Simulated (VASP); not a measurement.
Set up this calculation in VASP 6.6.1, as the native input.

- Task: relaxation of cell and atoms
- Functional: RPBE
- Dispersion: D3(BJ)
- Potentials or basis: VASP PAW PBE potentials, release 64 (Bi_d, S)
- Cutoff: 600 eV
- k mesh: 7 × 7 × 7
- Occupations: fermi-dirac, width 0.05 eV
- Spin: no spin polarisation
- Dipole correction: no
- Further INCAR settings: ALGO = Normal; EDIFF = 1e-06; IBRION = 2; EDIFFG = -0.01; NSW = 60; ISIF = 3

The structure of BiS lies in POSCAR:

```
BiS
1.0
    4.0029443400      0.0000000000      0.0000000000
    0.0000000000      4.0029443400      0.0000000000
    0.0000000000      0.0000000000      4.0029443400
Bi S
1 1
Direct
    0.5000000000      0.5000000000      0.5000000000
    0.0000000000      0.0000000000      0.0000000000
```

One way to write it, as run:

INCAR

```
SYSTEM = BiS
PREC     = Accurate       ! precision mode
ENCUT    = 600            ! plane-wave cutoff, eV
EDIFF    = 1E-6           ! SCF threshold, eV
ISMEAR   = -1             ! smearing method
SIGMA    = 0.05           ! smearing width, eV
LREAL    = .FALSE.        ! projectors in reciprocal space
LASPH    = .TRUE.         ! aspherical terms in the spheres
NELM     = 100            ! most SCF steps
ALGO     = Normal         ! electronic algorithm
ISIF     = 3              ! what is computed and relaxed
LWAVE    = .FALSE.        ! write WAVECAR
LCHARG   = .FALSE.        ! write CHGCAR
GGA      = RP             ! functional
IVDW     = 12             ! dispersion correction
IBRION   = 2              ! ionic algorithm
NSW      = 60             ! ionic steps
EDIFFG   = -0.01          ! ionic threshold
```

KPOINTS

```
regular mesh
0
G
  7 7 7
  0 0 0
```

Potentials or basis: VASP PAW PBE potentials, release 64 (Bi_d, S).

Run with:

```bash
$ cat potpaw_PBE.64/Bi_d/POTCAR potpaw_PBE.64/S/POTCAR > POTCAR
$ mpirun -np 1 vasp_std > vasp.out
```

It gave:

```json
{
  "Relaxed volume": "17.81 Å³/atom",
  "Relaxed cell": "a = 3.290 Å, b = 3.290 Å, c = 3.290 Å, α = 90.00°, β = 90.00°, γ = 90.00°",
  "Space group after relaxing (to 0.05 Å)": "Pm-3m (No. 221)",
  "Energy gained by relaxing": "1668.9 meV/atom",
  "Ionic steps": "3",
  "Pressure after relaxing": "0.1 GPa",
  "Dispersion energy per atom": "-3.013 eV"
}
```

Caveat: the volume moved by over 15 % at a fixed basis, so the end points are rough; the PAW data sets were made with another functional, which shifts forces and pressure a little; pairwise dispersion overbinds metals, which lowers pressure and volume.

It took 55 s on 1 thread of Intel Xeon 6975P-C, with other jobs on the host, peak memory 0.21 GiB.
